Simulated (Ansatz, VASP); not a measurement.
# SiNi2 in VASP and in Ansatz

The input INCAR:

```
PREC     = Accurate       # precision mode
ENCUT    = 520            # plane-wave cutoff, eV
EDIFF    = 1E-7           # SCF threshold, eV
ISMEAR   = 0              # smearing method
SIGMA    = 0.15           # smearing width, eV
LREAL    = False          # projectors in reciprocal space
LASPH    = True           # aspherical terms in the spheres
NELM     = 100            # most SCF steps
ALGO     = Fast           # electronic algorithm
ISIF     = 2              # what is computed and relaxed
LWAVE    = False          # write WAVECAR
LCHARG   = False          # write CHGCAR
GGA      = PS             # functional
NBANDS   = 33             # bands
```

The input KPOINTS:

```
Automatic mesh
0
Gamma
  12 12 10
```

File POSCAR:

```
SiNi2
1.0
    3.8684636248      0.0000000000      0.0000000000
   -1.9342318124      3.3501877727      0.0000000000
    0.0000000000      0.0000000000      4.9169852794
Si Ni
2 4
Direct
    0.3333333333      0.6666666667      0.7500000000
    0.6666666667      0.3333333333      0.2500000000
    0.0000000000      0.0000000000      0.0305064977
    0.0000000000      0.0000000000      0.4694935023
    0.3333333333      0.6666666667      0.2500000000
    0.6666666667      0.3333333333      0.7500000000
```

Input for Ansatz:

```yaml
crystal:
  lattice:
    - [3.8684636248, 0.0, 0.0]
    - [-1.9342318124, 3.3501877727, 0.0]
    - [0.0, 0.0, 4.9169852794]
  atoms:
    - { symbol: Si, position: [0.3333333333, 0.6666666667, 0.75] }
    - { symbol: Si, position: [0.6666666667, 0.3333333333, 0.25] }
    - { symbol: Ni, position: [0.0, 0.0, 0.0305064977] }
    - { symbol: Ni, position: [0.0, 0.0, 0.4694935023] }
    - { symbol: Ni, position: [0.3333333333, 0.6666666667, 0.25] }
    - { symbol: Ni, position: [0.6666666667, 0.3333333333, 0.75] }
basis:
  ecutwfc: 420
kpoints:
  mp_grid: { grid: [12, 12, 10] }
hamiltonian:
  xc: pbesol
scf:
  occupations: { method: gaussian, width: 0.15 }
output:
  forces: true
  stress: true
  eigenvalues: true
```

Change from the starting cell: mode 14 (307.9 1/cm) frozen in, largest displacement -0.150 Å.

Alike in both runs: task single point; functional PBEsol; k mesh 12 × 12 × 10; occupations gaussian, width 0.15 eV; no spin polarisation.

```csv
,VASP,Ansatz
version,VASP 6.6.1,Ansatz 0.2.0
potentials or method,"VASP PAW PBE potentials, release 64 (Si, Ni), cutoff 520 eV","scalar-relativistic, plane waves, PAW"
valence electrons in the cell,48,80
```

|  | VASP | Ansatz | Ansatz less VASP |
| --- | --- | --- | --- |
| gap on the k mesh at the Fermi level (eV) | none | none | - |
| pressure (GPa) | 4.3 | 4.1 | -0.21 |
| traceless stress, the component that is largest in VASP (GPa) | 3.94 | 4.16 | +0.222 |
| rms of the force components (eV/Å) | 1.209 | 1.218 | +0.0095 |

VASP's potentials were made for PBE, not for PBEsol. Atom by atom the forces differ by 0.009 eV/Å (rms over components). A gap of «none» marks a metal or a gap that the smearing closes. VASP's potentials hold 48 valence electrons a cell and Ansatz's 80, so a difference there can come from the potentials and not from the codes.
